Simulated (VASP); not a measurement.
ZnSe (Stilleite), 2 atoms in the cell. It takes space group F-43m (No. 216, cubic). The conventional cell has a = 5.668 Å, b = 5.668 Å, c = 5.668 Å, α = 90.00°, β = 90.00°, γ = 90.00°. Within 3.2 Å of Zn (site symmetry -43m) lie 4 Se at 2.45 Å. Se (site symmetry -43m) has 4 Zn at 2.45 Å within 3.2 Å. 

* Program: VASP 6.6.1
* Task: single point
* Functional: r2SCAN
* Dispersion: D3(BJ)
* Potentials or basis: VASP PAW PBE potentials, release 64 (Zn, Se)
* Cutoff: 520 eV
* k mesh: 2 × 2 × 2
* Occupations: gaussian, width 0.01 eV
* Spin: no spin polarisation
* Hubbard terms: Zn d U = 3.5 eV
* Dipole correction: no
* Further INCAR settings: ALGO = Normal; EDIFF = 1e-07; NBANDS = 16

Potentials or basis: VASP PAW PBE potentials, release 64 (Zn, Se).

The run is started by

```sh
$ cat potpaw_PBE.64/Zn/POTCAR potpaw_PBE.64/Se/POTCAR > POTCAR
$ cp INCAR.step1 INCAR
$ mpirun -np 1 vasp_std > vasp.out
$ cp INCAR.step2 INCAR
$ mpirun -np 1 vasp_std > vasp.out
```

Hardware: 1 thread of Intel(R) Xeon(R) Platinum 8488C (Sapphire Rapids), with other jobs on the host.

Estimate the wall time of this run.

It took 23 s on 1 thread of Intel(R) Xeon(R) Platinum 8488C (Sapphire Rapids) (shared host), peak memory 0.18 GiB. Counts: k points 3.
